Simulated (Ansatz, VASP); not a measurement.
Two plane-wave programs on MgMnBr

```xyz
6
Lattice="4.3815 0.0000 0.0000 0.0000 4.3815 0.0000 0.0000 0.0000 7.2417" Properties=species:S:1:pos:R:3 pbc="T T T"
Mg    0.0000    2.1908    1.1949
Mg    2.1908    0.0000    6.0468
Mn    0.0000    0.0000    0.0000
Mn    2.1908    2.1908    0.0000
Br    0.0000    2.1908    5.3733
Br    2.1908    0.0000    1.8684
```

Alike in both runs: task single point; functional r2SCAN; k mesh 8 × 8 × 5; occupations fermi-dirac, width 0.1303 eV; no spin polarisation.

|  | VASP | Ansatz |
| --- | --- | --- |
| version | VASP 6.6.1 | Ansatz 0.2.0 |
| potentials or method | VASP PAW PBE potentials, release 64 (Mg, Mn_pv, Br), cutoff 520 eV | PAW plane waves |
| valence electrons in the cell | 44 | 64 |

|  | VASP | Ansatz | Ansatz less VASP |
| --- | --- | --- | --- |
| pressure (GPa) | 1.1 | 1.2 | +0.09 |
| traceless stress, the component that is largest in VASP (GPa) | 0.93 | 0.94 | +0.008 |
| rms of the force components (eV/Å) | 0.529 | 0.537 | +0.0084 |

VASP's potentials were made for PBE, not for r2SCAN. Atom by atom the forces differ by 0.008 eV/Å (rms over components). VASP's potentials hold 44 valence electrons a cell and Ansatz's 64, so a difference there can come from the potentials and not from the codes.
